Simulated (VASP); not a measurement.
# Hf2SiOF2 (P-3m1) in VASP: a series of runs

The runs below take Hf2SiOF2 through single point, with PBE.

Everything below comes from runs of VASP 6.6.1. Logs are shortened: lines on timing, memory, paths and dates and some standing lists are left out, and cuts for length are marked.

## (1) The cell of the first run

Symmetry: P-3m1, No. 164, trigonal system. Conventional cell: a = 3.743 Å, b = 3.743 Å, c = 6.233 Å, α = 90.00°, β = 90.00°, γ = 120.00°. Within 2.9 Å of Hf (site symmetry 3m) lie 4 F at 2.20 to 2.52 Å and 3 Si at 2.61 Å and 3 O at 2.72 Å. Within 3.2 Å of Si (site symmetry -3m) lie 6 F at 2.40 Å and 6 Hf at 2.61 Å and 2 O at 3.12 Å. O (site symmetry -3m) has 6 Hf at 2.72 Å and 6 F at 2.99 Å and 2 Si at 3.12 Å and 6 O at 3.74 Å within 3.8 Å. F (site symmetry 3m) has 4 Hf at 2.20 to 2.52 Å and 3 Si at 2.40 Å and 3 O at 2.99 Å and 3 F at 3.01 Å within 3.1 Å.

The cell was generated, and may not be a known phase.

## (2) Single point, PBE

The input, INCAR:

```
SYSTEM = Hf2SiOF2
ALGO = Normal
EDIFF = 1E-6
ENCUT = 520
GGA = PE
ISIF = 2
ISMEAR = 0
LASPH = .True.
LCHARG = .False.
LREAL = .False.
LWAVE = .False.
NBANDS = 31
NELM = 60
PREC = Accurate
SIGMA = 0.1
```

The input, KPOINTS:

```
k-points
0
Gamma
  6 6 4
  0 0 0
```

The input, POSCAR:

```
Hf2SiOF2
1.0
    3.7431967400      0.0000000000      0.0000000000
   -1.8715983700      3.2417034700      0.0000000000
    0.0000000000      0.0000000000      6.2330983100
Hf Si O F
2 1 1 2
Direct
    0.3333333300      0.6666666700      0.2640774800
    0.6666666700      0.3333333300      0.7359225200
    0.0000000000      0.0000000000      0.5000000000
    0.0000000000      0.0000000000      0.0000000000
    0.3333333300      0.6666666700      0.6681393400
    0.6666666700      0.3333333300      0.3318606600
```

Potentials or basis: VASP PAW PBE potentials, release 64 (Hf_pv, Si, O, F).

The run is started by

```
cat potpaw_PBE.64/Hf_pv/POTCAR potpaw_PBE.64/Si/POTCAR potpaw_PBE.64/O/POTCAR potpaw_PBE.64/F/POTCAR > POTCAR
mpirun -np 1 vasp_std > vasp.out
```

OUTCAR:

```text
SYSTEM = Hf2SiOF2
   EDIFF = 1E-6
   ENCUT = 520
   GGA = PE
   ISIF = 2
   ISMEAR = 0
   LASPH = .True.
   LREAL = .False.
   NELM = 60
   PREC = Accurate

 ion  position               nearest neighbor table
   1  0.333  0.667  0.264-   6 2.20   6 2.20   6 2.20   5 2.52   3 2.61   3 2.61   3 2.61   4 2.72
                             4 2.72   4 2.72   2 3.65   2 3.65   2 3.65
   2  0.667  0.333  0.736-   5 2.20   5 2.20   5 2.20   6 2.52   3 2.61   3 2.61   3 2.61   4 2.72
                             4 2.72   4 2.72   1 3.65   1 3.65   1 3.65
   3  0.000  0.000  0.500-   5 2.40   6 2.40   6 2.40   5 2.40   6 2.40   5 2.40   1 2.61   2 2.61
                             1 2.61   2 2.61   2 2.61   1 2.61
   4  0.000  0.000  0.000-   1 2.72   2 2.72   2 2.72   1 2.72   2 2.72   1 2.72
   5  0.333  0.667  0.668-   2 2.20   2 2.20   2 2.20   3 2.40   3 2.40   3 2.40   1 2.52
   6  0.667  0.333  0.332-   1 2.20   1 2.20   1 2.20   3 2.40   3 2.40   3 2.40   2 2.52

  LATTYP: Found a hexagonal cell.
 ALAT       =     3.7431967400
 C/A-ratio  =     1.6651805243

  Lattice vectors:

 A1 = (   3.7431967400,   0.0000000000,   0.0000000000)
 A2 = (  -1.8715983700,   3.2417034700,   0.0000000000)
 A3 = (   0.0000000000,   0.0000000000,   6.2330983100)

Analysis of symmetry for initial positions (statically):
=====================================================================
 Subroutine PRICEL returns:
 Original cell was already a primitive cell.

 Routine SETGRP: Setting up the symmetry group for a
 hexagonal supercell.

 Subroutine GETGRP returns: Found 12 space group operations
 (whereof 12 operations were pure point group operations)
 out of a pool of 24 trial point group operations.

The static configuration has the point symmetry D_3d.

Analysis of symmetry for dynamics (positions and initial velocities):
=====================================================================
 Subroutine PRICEL returns:
 Original cell was already a primitive cell.

 Routine SETGRP: Setting up the symmetry group for a
 hexagonal supercell.

 Subroutine GETGRP returns: Found 12 space group operations
 (whereof 12 operations were pure point group operations)
 out of a pool of 24 trial point group operations.

The dynamic configuration has the point symmetry D_3d.

 Subroutine INISYM returns: Found 12 space group operations
 (whereof 12 operations are pure point group operations),
 and found     1 'primitive' translations

[... 98 lines left out ...]
   LASPH  =      T    aspherical Exc in radial PAW
   ENCUT  =  520.0 eV  38.22 Ry    6.18 a.u.   6.96  6.96 11.59*2*pi/ulx,y,z
   NELM   =     60;   NELMIN=  2; NELMDL= -5     # of ELM steps
   EDIFF  = 0.1E-05   stopping-criterion for ELM
   LREAL  =      F    real-space projection
[... 7 lines left out ...]
   TEBEG  =    0.0;   TEEND  =   0.0 temperature during run
   PSTRESS=    0.0 pullay stress
   NELECT =      44.0000    total number of electrons
   NUPDOWN=      -1.0000    fix difference up-down
   EMIN   =  10.00;   EMAX   =-10.00  energy-range for DOS
   EFERMI =   0.00;   METHOD = LEGACY
   ISMEAR =     0;   SIGMA  =   0.10  broadening in eV -4-tet -1-fermi 0-gaus
   EFERMI_NEDOS =   21; number of points for ismear=-14 and -15
   IALGO  =     38    algorithm
   IMIX   =      4    mixing-type and parameters
     AMIX     =   0.40;   BMIX     =  1.00
     AMIX_MAG =   1.60;   BMIX_MAG =  1.00
  volume/ion in A,a.u.               =      12.61        85.07
  Fermi-wavevector in a.u.,A,eV,Ry     =   1.366635  2.582565 25.411468  1.867690
  Thomas-Fermi vector in A             =   2.492758
   LORBIT       =      0    0 simple, 1 ext, 2 COOP (PROOUT), +10 PAW based schemes
   GGA     = PE    functional components
   LHFCALC =     F    Hartree Fock is set to
   AEXX    =    0.0000 exact exchange contribution
   IVDW    =     0    specifies the selected vdW correction
   LEPSILON=     F    determine dielectric tensor
   LRPA    =     F    only Hartree local field effects (RPA)
 non-spin polarized calculation
 Gauss-broadening in eV      SIGMA  =   0.10
  energy-cutoff  :      520.00
  volume of cell :       75.63
 maximum number of plane-waves:      2048
   NGX = 13   NGY = 13   NGZ = 23

 number of electron      43.9999997 magnetization

 Free energy of the ion-electron system (eV)
  ---------------------------------------------------
  ext. energy  EPLUGINS =         0.00000000
  ---------------------------------------------------
  free energy    TOTEN  =       -39.62897515 eV

  energy without entropy =      -39.62432617  energy(sigma->0) =      -39.62665066

 E-fermi :   7.0026     XC(G=0): -11.5370

 val. band max:        6.9805834072   @ k =   0.0000   0.0000   0.2500
 cond. band min:       7.0565420629   @ k =   0.0000   0.0000   0.0000
 fundamental gap:      0.0759586557
 Fermi energy:         7.0026149162

 k-point     1 :       0.0000    0.0000    0.0000
  band No.  band energies     occupation
      1     -25.1385      2.00000
      2     -24.9025      2.00000
      3     -24.8898      2.00000
      4     -24.8898      2.00000
      5     -24.8640      2.00000
      6     -24.8640      2.00000
[... 805 lines left out ...]
     30      10.8709      0.00000
     31      12.6042      0.00000

------------------------ aborting loop because EDIFF is reached ----------------------------------------

  FORCE on cell =-STRESS in cart. coord.  units (eV):
  Direction    XX          YY          ZZ          XY          YZ          ZX
  --------------------------------------------------------------------------------------
  -------------------------------------------------------------------------------------
  Total       12.3320030     12.3320031     10.1142229      0.0000000      0.0000000      0.0000000
  in kB      261.2307450    261.2307453    214.2511628      0.0000000      0.0000000      0.0000000
  external PRESSURE =     245.5708844 kB  Pullay stress =       0.0000000 kB

 VOLUME and BASIS-vectors are now :
 -----------------------------------------------------------------------------
  energy-cutoff  :      520.00
  volume of cell :       75.63
      direct lattice vectors                 reciprocal lattice vectors
     3.743196740  0.000000000  0.000000000     0.267151333  0.154239894  0.000000000
    -1.871598370  3.241703470  0.000000000     0.000000000  0.308479788  0.000000000
     0.000000000  0.000000000  6.233098310     0.000000000  0.000000000  0.160433857

 POSITION                                       TOTAL-FORCE (eV/Angst)
 -----------------------------------------------------------------------------------
     -0.00000      2.16114      1.64602         0.000000      0.000000     -2.631550
      1.87160      1.08057      4.58708        -0.000000     -0.000000      2.631550
      0.00000      0.00000      3.11655        -0.000000      0.000000      0.000000
      0.00000      0.00000      0.00000        -0.000000      0.000000      0.000000
     -0.00000      2.16114      4.16458        -0.000000      0.000000      4.027456
      1.87160      1.08057      2.06852         0.000000      0.000000     -4.027456
 -----------------------------------------------------------------------------------
    total drift:                                0.000000      0.000000      0.000000

  FREE ENERGIE OF THE ION-ELECTRON SYSTEM (eV)
  ---------------------------------------------------
  free  energy   TOTEN  =       -39.6289751510 eV

  energy  without entropy=      -39.6243261689  energy(sigma->0) =      -39.62665066
```

OSZICAR:

```text
N       E                     dE             d eps       ncg     rms          rms(c)
DAV:   1     0.230411642856E+03    0.23041E+03   -0.24316E+04  1488   0.139E+03
DAV:   2    -0.324891850731E+02   -0.26290E+03   -0.25023E+03  1769   0.338E+02
DAV:   3    -0.464808519014E+02   -0.13992E+02   -0.13832E+02  1867   0.663E+01
DAV:   4    -0.466585182795E+02   -0.17767E+00   -0.17732E+00  1796   0.762E+00
DAV:   5    -0.466606781798E+02   -0.21599E-02   -0.21595E-02  1894   0.782E-01    0.552E+01
DAV:   6    -0.399672631186E+02    0.66934E+01   -0.31090E+01  1572   0.298E+01    0.369E+01
DAV:   7    -0.400245658705E+02   -0.57303E-01   -0.64934E+00  1698   0.127E+01    0.186E+01
DAV:   8    -0.397237995862E+02    0.30077E+00   -0.29878E+00  1871   0.784E+00    0.444E+00
DAV:   9    -0.396279175470E+02    0.95882E-01   -0.36173E-01  1771   0.311E+00    0.821E-01
DAV:  10    -0.396293196125E+02   -0.14021E-02   -0.41487E-02  1726   0.103E+00    0.367E-01
DAV:  11    -0.396290475457E+02    0.27207E-03   -0.46644E-03  1732   0.466E-01    0.193E-01
DAV:  12    -0.396289699644E+02    0.77581E-04   -0.51278E-04  1882   0.156E-01    0.377E-02
DAV:  13    -0.396289738039E+02   -0.38395E-05   -0.66428E-05  1656   0.481E-02    0.196E-02
DAV:  14    -0.396289751392E+02   -0.13353E-05   -0.32717E-06  1702   0.125E-02    0.649E-03
DAV:  15    -0.396289751510E+02   -0.11791E-07   -0.44541E-07   972   0.423E-03
   1 F= -.39628975E+02 E0= -.39626651E+02  d E =-.464898E-02
```

stdout:

```text
POSCAR found type information on POSCAR HfSiO F
 POSCAR found :  4 types and       6 ions
 scaLAPACK will be used
 LDA part: xc-table for (Slater+PW92), standard interpolation
 POSCAR, INCAR and KPOINTS ok, starting setup
 FFT: planning ... GRIDC
 FFT: planning ... GRID_SOFT
 FFT: planning ... GRID
 WAVECAR not read
 entering main loop
```

Run time: 28 s. Hardware: 1 thread of Intel Xeon 6975P-C (Granite Rapids), shared host; peak memory 0.21 GiB.

What came out:

```
Free energy            : -39.6290 eV
Pressure               : 24.6 GPa
Largest force          : 4.027 eV/Å
Band gap on the k mesh : zero (bands 22 and 23 overlap by 0.27 eV)
```

Forces on the atoms (eV/Å):
```
Hf   0.000  0.000 -2.632
Hf   0.000  0.000  2.632
Si   0.000  0.000  0.000
O    0.000  0.000  0.000
F    0.000  0.000  4.027
F    0.000  0.000 -4.027
```

Stress tensor (GPa, compression positive):
```
26.12  0.00  0.00
 0.00 26.12  0.00
 0.00  0.00 21.43
```

Caveat: the cell stands under pressure; spin-orbit coupling is left out, which moves the levels of the heavy elements; forces of over 1 eV/Å act on the atoms, so gaps and moduli don't describe the material at rest.

## (3) Single point, PBE

This run uses another cell than the first one, of 13.01 Å³/atom.

The input, INCAR:

```
PREC = Accurate
ENCUT = 520
EDIFF = 1E-7
ISMEAR = 0
SIGMA = 0.1
LREAL = False
LASPH = True
NELM = 100
ALGO = Normal
ISIF = 2
LWAVE = False
LCHARG = False
GGA = PE
NBANDS = 31
```

The input, KPOINTS:

```
regular mesh
0
Gamma
  6 6 4
```

The input, POSCAR:

```
Hf2SiOF2
1.0
    3.7438070954      0.0000000000      0.0000000000
   -1.8719035477      3.2422320515      0.0000000000
    0.0000000000      0.0000000000      6.4316103506
Hf Si O F
2 1 1 2
Direct
    0.3333333333      0.6666666667      0.2222249656
    0.6666666667      0.3333333333      0.7777750344
    0.0000000000      0.0000000000      0.5000000000
    0.0000000000      0.0000000000      0.0000000000
    0.3333333333      0.6666666667      0.8342610246
    0.6666666667      0.3333333333      0.1657389754
```

Potentials or basis: VASP PAW PBE potentials, release 64 (Hf_pv, Si, O, F).

The run is started by

```
cat potpaw_PBE.64/Hf_pv/POTCAR potpaw_PBE.64/Si/POTCAR potpaw_PBE.64/O/POTCAR potpaw_PBE.64/F/POTCAR > POTCAR
mpirun -np 1 vasp_std > vasp.out
```

OUTCAR:

```text
PREC = Accurate
   ENCUT = 520
   EDIFF = 1E-7
   ISMEAR = 0
   LREAL = False
   LASPH = True
   NELM = 100
   ISIF = 2
   GGA = PE

 ion  position               nearest neighbor table
   1  0.333  0.667  0.222-   6 2.19   6 2.19   6 2.19   5 2.50   4 2.59   4 2.59   4 2.59   3 2.80
                             3 2.80   3 2.80   2 3.58   2 3.58   2 3.58
   2  0.667  0.333  0.778-   5 2.19   5 2.19   5 2.19   6 2.50   4 2.59   4 2.59   4 2.59   3 2.80
                             3 2.80   3 2.80   1 3.58   1 3.58   1 3.58
   3  0.000  0.000  0.500-   1 2.80   2 2.80   2 2.80   1 2.80   2 2.80   1 2.80
   4  0.000  0.000  0.000-   1 2.59   2 2.59   2 2.59   1 2.59   2 2.59   1 2.59
   5  0.333  0.667  0.834-   2 2.19   2 2.19   2 2.19   1 2.50
   6  0.667  0.333  0.166-   1 2.19   1 2.19   1 2.19   2 2.50

  LATTYP: Found a hexagonal cell.
 ALAT       =     3.7438070954
 C/A-ratio  =     1.7179331591

  Lattice vectors:

 A1 = (   3.7438070954,   0.0000000000,   0.0000000000)
 A2 = (  -1.8719035477,   3.2422320515,   0.0000000000)
 A3 = (   0.0000000000,   0.0000000000,   6.4316103506)

[... 184 lines left out ...]
 cond. band min:       7.1290657002   @ k =   0.0000   0.0000   0.5000
 fundamental gap:      0.0275279615
 Fermi energy:         7.1156871467

 k-point     1 :       0.0000    0.0000    0.0000
  band No.  band energies     occupation
      1     -25.9228      2.00000
      2     -25.8600      2.00000
      3     -25.8600      2.00000
      4     -25.8358      2.00000
      5     -25.8358      2.00000
      6     -25.7150      2.00000
[... 805 lines left out ...]
     30      10.1487      0.00000
     31      11.0733      0.00000

------------------------ aborting loop because EDIFF is reached ----------------------------------------

  FORCE on cell =-STRESS in cart. coord.  units (eV):
  Direction    XX          YY          ZZ          XY          YZ          ZX
  --------------------------------------------------------------------------------------
  -------------------------------------------------------------------------------------
  Total       -1.0883999     -1.0883999     -0.4929461      0.0000000      0.0000000      0.0000000
  in kB      -22.3368437    -22.3368437    -10.1165577      0.0000000      0.0000000      0.0000000
  external PRESSURE =     -18.2634150 kB  Pullay stress =       0.0000000 kB

 VOLUME and BASIS-vectors are now :
 -----------------------------------------------------------------------------
  energy-cutoff  :      520.00
  volume of cell :       78.07
      direct lattice vectors                 reciprocal lattice vectors
     3.743807095  0.000000000  0.000000000     0.267107779  0.154214748  0.000000000
    -1.871903548  3.242232051  0.000000000     0.000000000  0.308429497  0.000000000
     0.000000000  0.000000000  6.431610351     0.000000000  0.000000000  0.155482056

 POSITION                                       TOTAL-FORCE (eV/Angst)
 -----------------------------------------------------------------------------------
     -0.00000      2.16149      1.42926        -0.000000      0.000000     -0.128960
      1.87190      1.08074      5.00235        -0.000000     -0.000000      0.128960
      0.00000      0.00000      3.21581        -0.000000      0.000000      0.000000
      0.00000      0.00000      0.00000        -0.000000      0.000000      0.000000
     -0.00000      2.16149      5.36564        -0.000000     -0.000000     -0.026785
      1.87190      1.08074      1.06597         0.000000      0.000000      0.026785
 -----------------------------------------------------------------------------------
    total drift:                                0.000000     -0.000000      0.000000

  FREE ENERGIE OF THE ION-ELECTRON SYSTEM (eV)
  ---------------------------------------------------
  free  energy   TOTEN  =       -45.3215881111 eV

  energy  without entropy=      -45.3183444032  energy(sigma->0) =      -45.31996626
```

It took 30 s on 1 thread of Intel Xeon 6975P-C (Granite Rapids), shared host; peak memory 0.21 GiB.

What came out:

| Quantity | Value |
| --- | --- |
| Free energy | -45.3216 eV |
| Pressure | -1.8 GPa |
| Largest force | 0.129 eV/Å |
| Band gap on the k mesh | zero (bands 22 and 23 overlap by 0.20 eV) |

Forces in eV/Å, atoms in the order of the input:
```
Hf   0.000  0.000 -0.129
Hf   0.000  0.000  0.129
Si   0.000  0.000  0.000
O    0.000  0.000  0.000
F    0.000  0.000 -0.027
F    0.000  0.000  0.027
```

Caveat: spin-orbit coupling is left out, which moves the levels of the heavy elements.

## (4) Single point, PBE

This run uses another cell than the first one, of 13.03 Å³/atom.

The input, INCAR:

```
SYSTEM = Hf2SiOF2
ALGO = Normal
EDIFF = 1E-6
ENCUT = 520
GGA = PE
ISIF = 2
ISMEAR = 0
LASPH = .True.
LCHARG = .True.
LELF = .True.
LREAL = .False.
LVHAR = .True.
LWAVE = .False.
NBANDS = 31
NELM = 100
PREC = Accurate
SIGMA = 0.1
```

The input, KPOINTS:

```
k-points
0
Gamma
  12 12 6
  0 0 0
```

The input, POSCAR:

```
Hf2SiOF2
1.0
    3.7455540982      0.0000000000      0.0000000000
   -1.8727770491      3.2437450003      0.0000000000
    0.0000000000      0.0000000000      6.4350644598
Hf Si O F
2 1 1 2
Direct
    0.3333333333      0.6666666667      0.2226704211
    0.6666666667      0.3333333333      0.7773295789
    0.0000000000      0.0000000000      0.5000000000
    0.0000000000      0.0000000000      0.0000000000
    0.3333333333      0.6666666667      0.8343516007
    0.6666666667      0.3333333333      0.1656483993
```

The run is started by

```
cat potpaw_PBE.64/Hf_pv/POTCAR potpaw_PBE.64/Si/POTCAR potpaw_PBE.64/O/POTCAR potpaw_PBE.64/F/POTCAR > POTCAR
mpirun -np 1 vasp_std > vasp.out
```

Run time: 2.3 min. Hardware: 1 thread of Intel Xeon 6975P-C (Granite Rapids), shared host; peak memory 0.34 GiB.

Results (log left out):

- Free energy: -45.3203 eV
- Pressure: -2.0 GPa
- Largest force: 0.123 eV/Å
- Band gap on the k mesh: zero (bands 22 and 23 overlap by 0.21 eV)

Forces on the atoms (eV/Å):
```
Hf   0.000  0.000 -0.123
Hf   0.000  0.000  0.123
Si   0.000  0.000  0.000
O    0.000  0.000  0.000
F    0.000  0.000 -0.023
F    0.000  0.000  0.023
```

Stress tensor (GPa, compression positive):
```
-2.31  0.00  0.00
 0.00 -2.31  0.00
 0.00  0.00 -1.38
```

Levels at points of the mesh, in eV from the Fermi level:
```tsv
k point	band 19	band 20	band 21	band 22	band 23	band 24	band 25	band 26
(0.00, 0.00, 0.00)	-4.06	-0.77	-0.04	-0.04	0.11	0.11	0.26	2.06
(0.50, 0.00, 0.00)	-4.30	-3.28	-1.61	-1.46	-0.17	1.25	1.66	2.28
(0.00, 0.00, 0.50)	-4.06	-2.75	0.04	0.04	0.94	0.94	1.14	1.26
(0.50, 0.00, 0.50)	-3.87	-3.43	-2.64	-1.48	1.00	1.05	1.61	1.96
```

Caveat: spin-orbit coupling is left out, which moves the levels of the heavy elements.

## (5) The runs side by side

| cell | k mesh | gap on the mesh (eV) | pressure (GPa) | largest force (eV/Å) |
| --- | --- | --- | --- | --- |
| a = 3.743, b = 3.743, c = 6.233 Å, angles 90.0, 90.0, 120.0°, 6 atoms, atomic positions A | 6 × 6 × 4 | none | 24.6 | 4.03 |
| a = 3.744, b = 3.744, c = 6.432 Å, angles 90.0, 90.0, 120.0°, 6 atoms, atomic positions B | 6 × 6 × 4 | none | -1.8 | 0.13 |
| a = 3.746, b = 3.746, c = 6.435 Å, angles 90.0, 90.0, 120.0°, 6 atoms, atomic positions C | 12 × 12 × 6 | none | -2.0 | 0.12 |

Alike in all rows: task single point; level PBE; potentials or basis VASP PAW PBE potentials, release 64 (Hf_pv, Si, O, F); no spin polarisation; cutoff (eV) 520; smearing gaussian 0.1 eV.

Caveats: spin-orbit coupling is left out, which moves the levels of the heavy elements; the cell stands under pressure (at least some runs); forces of over 1 eV/Å act on the atoms, so gaps and moduli don't describe the material at rest (at least some runs).

Absolute energies hang on the potentials; compare differences alone.

The gap in the log of VASP goes by the Fermi energy; the results here count the filled bands.